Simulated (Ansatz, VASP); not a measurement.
One calculation of TaF3, two programs

```
Ta F
1.0
     4.33433    0.00000    0.00000
    -2.16717    3.75364    0.00000
     0.00000    0.00000    2.86195
Ta F
1 3
Cartesian
  0.0000 0.0000 0.0000
  2.1672 0.0000 0.0000
  -1.0836 1.8768 0.0000
  1.0836 1.8768 0.0000
```

Alike in both runs: functional PBE; k mesh 6 × 6 × 6; occupations gaussian, width 0.1 eV; no spin polarisation.

Ansatz relaxed the structure, and its values are those at the end. VASP's run is a single point on that final structure, the one shown.

|  | VASP | Ansatz |
| --- | --- | --- |
| version | VASP 6.6.1 | Ansatz 0.2.0 |
| potentials or method | VASP PAW PBE potentials, release 64 (Ta_pv, F), cutoff 520 eV | scalar-relativistic, plane waves, PAW |
| valence electrons in the cell | 32 | 34 |

|  | VASP | Ansatz | Ansatz less VASP |
| --- | --- | --- | --- |
| gap on the k mesh at the Fermi level (eV) | none | none | - |
| pressure (GPa) | -0.1 | 0.0 | +0.12 |

A gap of «none» marks a metal or a gap that the smearing closes. VASP's potentials hold 32 valence electrons a cell and Ansatz's 34, so a difference there can come from the potentials and not from the codes.

The k mesh is coarse, so the values compare programs but aren't converged. Neither program's run includes spin-orbit coupling.
